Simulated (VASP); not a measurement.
# SiC (Moissanite 3C) (F-43m) in VASP: further runs

SiC (Moissanite 3C) is run at these levels: PBEsol; tasks: single point.

All numbers are computed with VASP 6.6.1; they aren't measurements. Logs are shortened: lines on timing, memory, paths and dates and some standing lists are left out, and cuts for length are marked.

**Experimental background.**

“Insight into the structural, elastic and electronic properties of a new orthorhombic 6O-SiC polytype”, 2020, pmc:7200658 quotes, for a bulk crystal of SiC: band gap 2.4 eV (indirect).

The runs below are set against these values where they give the same quantity.

## 1. The cell of the first run

Symmetry: F-43m, No. 216, cubic system. Conventional cell: a = 4.352 Å, b = 4.352 Å, c = 4.352 Å, α = 90.00°, β = 90.00°, γ = 90.00°. Si (site symmetry -43m) has 4 C at 1.88 Å within 2.5 Å. Within 2.5 Å of C (site symmetry -43m) lie 4 Si at 1.88 Å.

## 2. Single point, PBEsol

Contents of INCAR:

```
SYSTEM = SiC
ALGO = Normal
EDIFF = 1E-7
ENCUT = 520
GGA = PS
ISIF = 2
ISMEAR = 0
LASPH = .TRUE.
LCHARG = .TRUE.
LELF = .TRUE.
LREAL = .FALSE.
LVHAR = .TRUE.
LWAVE = .FALSE.
NBANDS = 11
NELM = 60
PREC = Accurate
SIGMA = 0.05
```

Contents of KPOINTS:

```
k-points
0
G
  18 18 18
  0 0 0
```

Contents of POSCAR:

```
SiC
1.0
    0.0000000000      2.1760907843      2.1760907843
    2.1760907843      0.0000000000      2.1760907843
    2.1760907843      2.1760907843      0.0000000000
Si C
1 1
Direct
    0.0000000000      0.0000000000      0.0000000000
    0.2500000000      0.2500000000      0.2500000000
```

Potentials or basis: VASP PAW PBE potentials, release 64 (Si, C).

Run with:

```
$ cat potpaw_PBE.64/Si/POTCAR potpaw_PBE.64/C/POTCAR > POTCAR
$ mpirun -np 1 vasp_std > vasp.out
```

OUTCAR:

```text
SYSTEM = SiC
   EDIFF = 1E-7
   ENCUT = 520
   GGA = PS
   ISIF = 2
   ISMEAR = 0
   LASPH = .TRUE.
   LREAL = .FALSE.
   NELM = 60
   PREC = Accurate

 ion  position               nearest neighbor table
   1  0.000  0.000  0.000-   2 1.88   2 1.88   2 1.88   2 1.88
   2  0.250  0.250  0.250-   1 1.88   1 1.88   1 1.88   1 1.88

  LATTYP: Found a face centered cubic cell.
 ALAT       =     4.3521815686

  Lattice vectors:

 A1 = (   0.0000000000,   2.1760907843,   2.1760907843)
 A2 = (   2.1760907843,   0.0000000000,   2.1760907843)
 A3 = (   2.1760907843,   2.1760907843,   0.0000000000)

Analysis of symmetry for initial positions (statically):
[... 5 lines left out ...]
 face centered cubic supercell.

 Subroutine GETGRP returns: Found 24 space group operations
 (whereof 24 operations were pure point group operations)
 out of a pool of 48 trial point group operations.

The static configuration has the point symmetry T_d .

Analysis of symmetry for dynamics (positions and initial velocities):
[... 5 lines left out ...]
 face centered cubic supercell.

 Subroutine GETGRP returns: Found 24 space group operations
 (whereof 24 operations were pure point group operations)
 out of a pool of 48 trial point group operations.

The dynamic configuration has the point symmetry T_d .

 Subroutine INISYM returns: Found 24 space group operations
 (whereof 24 operations are pure point group operations),
 and found     1 'primitive' translations

----------------------------------------------------------------------------------------

                                     Primitive cell

  volume of cell :      20.6092

  direct lattice vectors                    reciprocal lattice vectors
     0.000000000  2.176090784  2.176090784    -0.229769826  0.229769826  0.229769826
     2.176090784  0.000000000  2.176090784     0.229769826 -0.229769826  0.229769826
     2.176090784  2.176090784  0.000000000     0.229769826  0.229769826 -0.229769826

  length of vectors
     3.077457100  3.077457100  3.077457100     0.397973012  0.397973012  0.397973012

  position of ions in fractional coordinates (direct lattice)
     0.000000000  0.000000000  0.000000000
     0.250000000  0.250000000  0.250000000

  ion indices of the primitive-cell ions
   primitive index   ion index
                 1           1
                 2           2

----------------------------------------------------------------------------------------

 KPOINTS: k-points

Automatic generation of k-mesh.
 Grid dimensions read from file:
 generate k-points for:   18   18   18

 Generating k-lattice:

  Cartesian coordinates                     Fractional coordinates (reciprocal lattice)
    -0.012764990  0.012764990  0.012764990     0.055555556  0.000000000  0.000000000
     0.012764990 -0.012764990  0.012764990     0.000000000  0.055555556  0.000000000
     0.012764990  0.012764990 -0.012764990     0.000000000  0.000000000  0.055555556

  Length of vectors
     0.022109612  0.022109612  0.022109612

  Shift w.r.t. Gamma in fractional coordinates (k-lattice)
     0.000000000  0.000000000  0.000000000

 Subroutine IBZKPT returns following result:
 ===========================================

 Found    195 irreducible k-points:

 Following reciprocal coordinates:
            Coordinates               Weight
  0.000000  0.000000  0.000000      1.000000
  0.055556  0.000000  0.000000      8.000000
  0.111111  0.000000  0.000000      8.000000
  0.166667  0.000000  0.000000      8.000000
  0.222222  0.000000  0.000000      8.000000
  0.277778  0.000000  0.000000      8.000000
[... 16 lines left out ...]
 -0.277778  0.055556  0.000000     24.000000
 -0.222222  0.055556  0.000000     24.000000
 [... further k-points ...]
   k-points           NKPTS =    195   k-points in BZ     NKDIM =    195   number of bands    NBANDS=     11
   number of dos      NEDOS =    301   number of ions     NIONS =      2
   total plane-waves  NPLWV =  13824
   dimension x,y,z NGX =    24 NGY =   24 NGZ =   24
   dimension x,y,z NGXF=    48 NGYF=   48 NGZF=   48
   ions per type =               1   1
   NGX,Y,Z   is equivalent  to a cutoff of  12.96, 12.96, 12.96 a.u.
   NGXF,Y,Z  is equivalent  to a cutoff of  25.93, 25.93, 25.93 a.u.
 SYSTEM =  SiC
   PREC   = accura    normal or accurate (medium, high low for compatibility)
   ISTART =      0    job   : 0-new  1-cont  2-samecut
   ICHARG =      2    charge: 1-file 2-atom 10-const
   ISPIN  =      1    spin polarized calculation?
   LNONCOLLINEAR =      F non collinear calculations
   LSORBIT =      F    spin-orbit coupling
   LASPH  =      T    aspherical Exc in radial PAW
   ENCUT  =  520.0 eV  38.22 Ry    6.18 a.u.   5.72  5.72  5.72*2*pi/ulx,y,z
   NELM   =     60;   NELMIN=  2; NELMDL= -5     # of ELM steps
   EDIFF  = 0.1E-06   stopping-criterion for ELM
   LREAL  =      F    real-space projection
   EDIFFG = 0.1E-05   stopping-criterion for IOM
   NSW    =      0    number of steps for IOM
   IBRION =     -1    ionic relax: 0-MD 1-quasi-New 2-CG
   NFREE  =      0    steps in history (QN), initial steepest desc. (CG)
   ISIF   =      2    stress and relaxation
   ISYM   =      2    0-nonsym 1-usesym 2-fastsym
   POTIM  = 0.5000    time-step for ionic-motion
   TEBEG  =    0.0;   TEEND  =   0.0 temperature during run
   PSTRESS=    0.0 pullay stress
   NELECT =       8.0000    total number of electrons
   NUPDOWN=      -1.0000    fix difference up-down
   EMIN   =  10.00;   EMAX   =-10.00  energy-range for DOS
   EFERMI =   0.00;   METHOD = LEGACY
   ISMEAR =     0;   SIGMA  =   0.05  broadening in eV -4-tet -1-fermi 0-gaus
   EFERMI_NEDOS =   21; number of points for ismear=-14 and -15
   IALGO  =     38    algorithm
   IMIX   =      4    mixing-type and parameters
     AMIX     =   0.40;   BMIX     =  1.00
     AMIX_MAG =   1.60;   BMIX_MAG =  1.00
  volume/ion in A,a.u.               =      10.30        69.54
  Fermi-wavevector in a.u.,A,eV,Ry     =   1.194220  2.256749 19.404117  1.426162
  Thomas-Fermi vector in A             =   2.330216
   LORBIT       =      0    0 simple, 1 ext, 2 COOP (PROOUT), +10 PAW based schemes
   GGA     = PS    functional components
   LHFCALC =     F    Hartree Fock is set to
   AEXX    =    0.0000 exact exchange contribution
   IVDW    =     0    specifies the selected vdW correction
   LEPSILON=     F    determine dielectric tensor
   LRPA    =     F    only Hartree local field effects (RPA)
 non-spin polarized calculation
 Gauss-broadening in eV      SIGMA  =   0.05
  energy-cutoff  :      520.00
  volume of cell :       20.61
 maximum number of plane-waves:       568
   NGX = 11   NGY = 11   NGZ = 11

 number of electron       8.0000001 magnetization

 Free energy of the ion-electron system (eV)
  ---------------------------------------------------
  ext. energy  EPLUGINS =         0.00000000
  ---------------------------------------------------
  free energy    TOTEN  =       -15.91481517 eV

  energy without entropy =      -15.91481517  energy(sigma->0) =      -15.91481517

 E-fermi :   8.3580     XC(G=0): -11.5222

 val. band max:        8.1014609910   @ k =   0.0000   0.0000   0.0000
 cond. band min:       9.3317929139   @ k =   0.5000   0.5000   0.0000
 fundamental gap:      1.2303319228
 Fermi energy:         8.3580487310

 k-point     1 :       0.0000    0.0000    0.0000
  band No.  band energies     occupation
      1      -7.3542      2.00000
      2       8.1015      2.00000
      3       8.1015      2.00000
      4       8.1015      2.00000
      5      14.3353      0.00000
      6      15.3717      0.00000
      7      15.3717      0.00000
      8      15.3717      0.00000
      9      22.5814      0.00000
     10      22.5814      0.00000
     11      24.4262      0.00000

 k-point     2 :       0.0556    0.0000    0.0000
  band No.  band energies     occupation
      1      -7.2933      2.00000
      2       7.7587      2.00000
      3       8.0577      2.00000
      4       8.0577      2.00000
      5      14.4785      0.00000
      6      15.4161      0.00000
      7      15.4544      0.00000
      8      15.4544      0.00000
      9      22.1623      0.00000
     10      22.1623      0.00000
     11      24.4437      0.00000

 k-point     3 :       0.1111    0.0000    0.0000
  band No.  band energies     occupation
      1      -7.1115      2.00000
      2       6.8800      2.00000
      3       7.9377      2.00000
      4       7.9377      2.00000
      5      14.5749      0.00000
      6      15.6644      0.00000
      7      15.6644      0.00000
      8      15.7630      0.00000
      9      21.4724      0.00000
     10      21.4724      0.00000
     11      24.1102      0.00000

 k-point     4 :       0.1667    0.0000    0.0000
  band No.  band energies     occupation
      1      -6.8109      2.00000
      2       5.7146      2.00000
      3       7.7690      2.00000
      4       7.7690      2.00000
      5      14.4174      0.00000
      6      15.8909      0.00000
      7      15.8909      0.00000
      8      16.4321      0.00000
      9      21.0051      0.00000
     10      21.0051      0.00000
     11      23.5908      0.00000
[... 239 lines left out ...]
 k-point    22 :      -0.3333    0.0556    0.0000
  band No.  band energies     occupation
      1      -5.0025      2.00000
      2       1.5249      2.00000
      3       6.7662      2.00000
      4       7.3173      2.00000
      5      13.8991      0.00000
      6      15.5406      0.00000
      7      15.5884      0.00000
      8      18.1330      0.00000
      9      21.8824      0.00000
     10      22.9489      0.00000
     11      24.1738      0.00000

 k-point    23 :      -0.2778    0.0556    0.0000
  band No.  band energies     occupation
      1      -5.6311      2.00000
      2       2.7360      2.00000
      3       6.8749      2.00000
      4       7.5054      2.00000
      5      14.0737      0.00000
      6      15.7551      0.00000
      7      15.8363      0.00000
      8      17.7815      0.00000
      9      20.9010      0.00000
     10      22.3335      0.00000
     11      23.6932      0.00000

 k-point    24 :      -0.2222    0.0556    0.0000
  band No.  band energies     occupation
      1      -6.1818      2.00000
      2       4.0130      2.00000
      3       7.0383      2.00000
      4       7.7016      2.00000
      5      14.2894      0.00000
      6      15.8570      0.00000
      7      16.0220      0.00000
      8      17.2904      0.00000
      9      20.2994      0.00000
     10      21.7670      0.00000
     11      23.6851      0.00000

 [... further k-points ...]
[... 5 lines left out ...]
  --------------------------------------------------------------------------------------
  -------------------------------------------------------------------------------------
  Total        0.1371548      0.1371548      0.1371548      0.0000000     -0.0000000     -0.0000000
  in kB       10.6625390     10.6625390     10.6625390      0.0000000     -0.0000000     -0.0000000
  external PRESSURE =      10.6625390 kB  Pullay stress =       0.0000000 kB

 VOLUME and BASIS-vectors are now :
 -----------------------------------------------------------------------------
  energy-cutoff  :      520.00
  volume of cell :       20.61
      direct lattice vectors                 reciprocal lattice vectors
     0.000000000  2.176090784  2.176090784    -0.229769826  0.229769826  0.229769826
     2.176090784  0.000000000  2.176090784     0.229769826 -0.229769826  0.229769826
     2.176090784  2.176090784  0.000000000     0.229769826  0.229769826 -0.229769826

 POSITION                                       TOTAL-FORCE (eV/Angst)
 -----------------------------------------------------------------------------------
      0.00000      0.00000      0.00000        -0.000000     -0.000000      0.000000
      1.08805      1.08805      1.08805         0.000000      0.000000     -0.000000
 -----------------------------------------------------------------------------------
    total drift:                                0.000000      0.000000      0.000000

  FREE ENERGIE OF THE ION-ELECTRON SYSTEM (eV)
  ---------------------------------------------------
  free  energy   TOTEN  =       -15.9148151664 eV

  energy  without entropy=      -15.9148151664  energy(sigma->0) =      -15.91481517
```

Wall time 22 s (1 thread of Intel Xeon Platinum 8488C (Sapphire Rapids), shared host); peak memory 0.16 GiB.

Results:

```yaml
Free_energy: -15.9148 eV
Pressure: 1.1 GPa
Band_gap_on_the_k_mesh: 1.23 eV, indirect (least direct gap 4.45 eV)
```

Caveat: the PAW data sets were made with another functional, which shifts forces and pressure a little.

## 3. Single point, PBEsol

This run uses another cell than the first one, of 10.34 Å³/atom, 1.003 times its volume.

Contents of INCAR:

```
SYSTEM = SiC
PREC = Accurate ; ENCUT = 520
EDIFF = 1E-6 ; ISMEAR = 0
SIGMA = 0.05 ; LREAL = .FALSE.
LASPH = .TRUE. ; NELM = 80
ALGO = Normal ; ISIF = 2
LWAVE = .FALSE. ; LCHARG = .FALSE.
GGA = PS ; NBANDS = 11
```

Contents of KPOINTS:

```
Automatic mesh
0
G
  18 18 18
  0 0 0
```

Contents of POSCAR:

```
SiC
1.0
    0.0000000000      2.1784055338      2.1784055338
    2.1784055338      0.0000000000      2.1784055338
    2.1784055338      2.1784055338      0.0000000000
Si C
1 1
Direct
    0.0000000000      0.0000000000      0.0000000000
    0.2500000000      0.2500000000      0.2500000000
```

Potentials or basis: VASP PAW PBE potentials, release 64 (Si, C).

Run with:

```
$ cat potpaw_PBE.64/Si/POTCAR potpaw_PBE.64/C/POTCAR > POTCAR
$ mpirun -np 1 vasp_std > vasp.out
```

Wall time 20 s (1 thread of Intel Xeon Platinum 8488C (Sapphire Rapids), shared host); peak memory 0.16 GiB.

It converged, with:

```
Free energy            : -15.9151 eV
Pressure               : 0.4 GPa
Band gap on the k mesh : 1.23 eV, indirect (least direct gap 4.44 eV)
```

Levels at points of the mesh, in eV from the valence-band top:
```csv
k point,band 1,band 2,band 3,band 4,band 5,band 6,band 7,band 8
"(0.00, 0.00, 0.00)",-15.43,0.00,0.00,0.00,6.20,7.25,7.25,7.25
"(0.50, 0.00, 0.00)",-11.82,-8.60,-1.06,-1.06,5.38,7.14,7.14,9.92
"(0.50, 0.50, 0.00)",-10.36,-7.84,-3.21,-3.21,1.23,4.20,13.96,13.96
```

Caveat: the PAW data sets were made with another functional, which shifts forces and pressure a little.

## 4. Single point, PBEsol (volume scaled by 1.040)

Contents of INCAR:

```
SYSTEM = SiC
PREC = Accurate ; ENCUT = 520
EDIFF = 1E-7 ; ISMEAR = 0
SIGMA = 0.05 ; LREAL = .False.
LASPH = .True. ; NELM = 60
ALGO = Normal ; ISIF = 2
LWAVE = .False. ; LCHARG = .False.
GGA = PS ; NBANDS = 11
```

Contents of KPOINTS:

```
regular mesh
0
Gamma
  18 18 18
  0 0 0
```

Contents of POSCAR:

```
SiC
1.0
    0.0000000000      2.2070720519      2.2070720519
    2.2070720519      0.0000000000      2.2070720519
    2.2070720519      2.2070720519      0.0000000000
Si C
1 1
Direct
    0.0000000000      0.0000000000      0.0000000000
    0.2500000000      0.2500000000      0.2500000000
```

Run with:

```
$ cat potpaw_PBE.64/Si/POTCAR potpaw_PBE.64/C/POTCAR > POTCAR
$ mpirun -np 1 vasp_std > vasp.out
```

Wall time 27 s (1 thread of Intel Xeon Platinum 8175M at 2.50GHz (Skylake/Cascade Lake), shared host); peak memory 0.17 GiB.

It converged, with:

* Free energy: -15.8956 eV
* Pressure: -7.7 GPa
* Band gap on the k mesh: 1.27 eV, indirect (least direct gap 4.40 eV)

Levels at points of the mesh, in eV from the valence-band top:
```tsv
k point	band 2	band 3	band 4	band 5	band 6	band 7
(0.00, 0.00, 0.00)	0.00	0.00	0.00	5.74	6.98	6.98
(0.50, 0.00, 0.00)	-8.39	-1.05	-1.05	5.03	6.99	6.99
(0.50, 0.50, 0.00)	-7.71	-3.13	-3.13	1.27	4.07	13.51
```

Caveat: the cell differs from its parent crystal (volume scaled by 1.040); the PAW data sets were made with another functional, which shifts forces and pressure a little. A k mesh can miss the band edges.

## 5. Overview

| cell | gap on the mesh (eV) | pressure (GPa) |
| --- | --- | --- |
| a = 3.077 Å, angles 60.0°, 2 atoms | 1.23 | 1.1 |
| a = 3.081 Å, angles 60.0°, 2 atoms | 1.23 | 0.4 |
| a = 3.121 Å, angles 60.0°, 2 atoms | 1.27 | -7.7 |

Alike in all rows: task single point; level PBEsol; potentials or basis VASP PAW PBE potentials, release 64 (Si, C); no spin polarisation; k mesh 18 × 18 × 18; cutoff (eV) 520; smearing gaussian 0.05 eV.

Caveats: the PAW data sets were made with another functional, which shifts forces and pressure a little.

Absolute energies hang on the potentials; compare differences alone.

## 6. Comparison with measurements

Step 2. Measured gap of SiC: 2.4 eV (indirect; quoted in “Insight into the structural, elastic and electronic properties of a new orthorhombic 6O-SiC polytype”, 2020, pmc:7200658). This calculation gives 1.23 eV (-1.17 eV). The value is that of PBEsol on a finite k mesh, which can miss the band edges, without temperature or zero-point motion. Semilocal functionals fall short of measured gaps as a rule.

Step 3. A measured gap of SiC is 2.4 eV (indirect; quoted in “Insight into the structural, elastic and electronic properties of a new orthorhombic 6O-SiC polytype”, 2020, pmc:7200658); the calculated 1.23 eV misses it by -1.17 eV. The value is that of PBEsol on a finite k mesh, which can miss the band edges, without temperature or zero-point motion. Semilocal functionals fall short of measured gaps as a rule.
